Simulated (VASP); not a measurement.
Ba: single point with PBEsol

The system is Ba.

```
Ba
1.0
    -2.50000    2.50000    2.30000
     2.50000   -2.50000    2.30000
     2.50000    2.50000   -2.30000
Ba
1
Direct
  0.00000 0.00000 0.00000
```

This cell differs from its parent crystal: strain +0.000 along x and y, -0.080 along z.

```json
{"Program": "VASP 6.6.1", "Task": "single point", "Functional": "PBEsol", "Potentials or basis": "VASP PAW PBE potentials, release 64 (Ba_sv)", "Cutoff": "520 eV", "k mesh": "14 × 14 × 14", "Occupations": "gaussian, width 0.15 eV", "Spin": "no spin polarisation", "Dipole correction": "no", "Further INCAR settings": "ALGO = Fast; EDIFF = 1e-06; NBANDS = 11"}
```

| Quantity | Value |
| --- | --- |
| Pressure | 0.2 GPa |
| Band gap on the k mesh | zero (bands 5 and 6 overlap by 1.09 eV) |

Stress tensor (GPa, compression positive):
```
0.01 0.00 0.00
0.00 0.01 0.00
0.00 0.00 0.57
```

Levels at points of the mesh, in eV from the Fermi level:
| k point | band 1 | band 2 | band 3 | band 4 | band 5 | band 6 | band 7 | band 8 | band 9 | band 10 |
| --- | --- | --- | --- | --- | --- | --- | --- | --- | --- | --- |
| (0.00, 0.00, 0.00) | -28.71 | -13.58 | -13.58 | -13.58 | -2.81 | 1.56 | 2.14 | 2.14 | 3.03 | 3.88 |
| (0.50, 0.00, 0.00) | -28.64 | -14.20 | -13.79 | -13.61 | -0.96 | 0.48 | 1.67 | 3.50 | 4.50 | 5.73 |
| (0.50, 0.50, 0.00) | -28.65 | -14.21 | -13.74 | -13.57 | -0.99 | 1.07 | 1.37 | 2.96 | 3.84 | 5.65 |
| (0.50, 0.50, 0.50) | -28.60 | -14.04 | -14.04 | -13.93 | -0.74 | -0.61 | 4.49 | 4.49 | 5.13 | 5.14 |

Run time: 120 s on 1 thread of Intel Xeon 8259CL, on a shared host, peak memory 0.29 GiB.

Caveat: the cell differs from its parent crystal (strain +0.000 along x and y, -0.080 along z); the PAW data sets were made with another functional, which shifts forces and pressure a little; spin-orbit coupling is left out, which moves the levels of the heavy elements.
